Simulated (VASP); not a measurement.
## C: single point with LDA

Crystal: C.

```
CELL_PARAMETERS angstrom
0.00000 1.74807 1.74807
1.74807 0.00000 1.74807
1.74807 1.74807 0.00000
ATOMIC_POSITIONS crystal
C 0.50000 0.50000 0.50000
C 0.75000 0.75000 0.75000
```

```
Program             : VASP 6.6.1
Task                : single point
Functional          : LDA
Potentials or basis : VASP PAW LDA potentials, release 64 (C_h)
Cutoff              : 910 eV
k mesh              : 10 × 10 × 10
Occupations         : gaussian, width 0.01 eV
Spin                : no spin polarisation
```

| Property | Result |
| --- | --- |
| Pressure | 15.7 GPa |
| Band gap on the k mesh | 4.28 eV, indirect (least direct gap 5.71 eV) |

Levels at points of the mesh, in eV from the valence-band top:
| k point | band 2 | band 3 | band 4 | band 5 | band 6 | band 7 |
| --- | --- | --- | --- | --- | --- | --- |
| (0.00, 0.00, 0.00) | 0.00 | 0.00 | 0.00 | 5.71 | 5.71 | 5.71 |
| (0.50, 0.00, 0.00) | -14.04 | -2.95 | -2.95 | 8.64 | 8.64 | 9.85 |
| (0.50, 0.50, 0.00) | -13.04 | -6.66 | -6.66 | 4.84 | 4.84 | 17.55 |

It took 8.5 s on 1 thread of Intel(R) Xeon(R) Platinum 8259CL CPU @ 2.50GHz (Skylake/Cascade Lake), on a shared host, peak memory 0.12 GiB.

Caveat: the cutoff is under 1.25 times the usual one of these potentials, so pressure, stress and relaxed cells hold a basis-set (Pulay) error. Expect the measured gap to be larger: semilocal functionals such as LDA lack the derivative discontinuity.
